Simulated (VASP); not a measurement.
Here is a VASP 6.6.1 calculation.

INCAR

```
SYSTEM = HC4
  PREC = Accurate
  ENCUT = 520
  EDIFF = 1E-6
  ISMEAR = 0
  SIGMA = 0.1
  LREAL = .FALSE.
  LASPH = .TRUE.
  NELM = 60
  ALGO = Normal
  ISIF = 2
  LWAVE = .FALSE.
  LCHARG = .FALSE.
  LDIPOL = .TRUE.
  IDIPOL = 3
  DIPOL = 0.5 0.5 0.245
  GGA = PE
  IVDW = 12
  NBANDS = 28
```

File KPOINTS:

```
regular mesh
0
G
  6 6 1
  0 0 0
```

POSCAR

```
HC4
1.0
    4.9313048819      0.0000000000      0.0000000000
   -2.4656524409      4.2706353015      0.0000000000
    0.0000000000      0.0000000000     18.0000331942
C H
8 2
Direct
    0.3333333333      0.1666666667      0.2222236565
    0.3333333333      0.6666666667      0.2222236565
    0.8333333333      0.1666666667      0.2222236565
    0.8333333333      0.6666666667      0.2222236565
    0.1666666667      0.3333333333      0.2222218124
    0.1666666667      0.8333333333      0.2222218124
    0.6666666667      0.3333333333      0.2222218124
    0.6666666667      0.8333333333      0.2222218124
    0.2135881515      0.1666666667      0.3361123354
    0.4530785152      0.1666666667      0.3361123354
```

Potentials or basis: VASP PAW PBE potentials, release 64 (C, H).

Command:

```console
$ cat potpaw_PBE.64/C/POTCAR potpaw_PBE.64/H/POTCAR > POTCAR
$ mpirun -np 1 vasp_std > vasp.out
```

(1) Estimate the largest force.

(2) Predict the dispersion energy per atom.

## Answers

(1) 4.651 eV/Å.

(2) -0.089 eV.
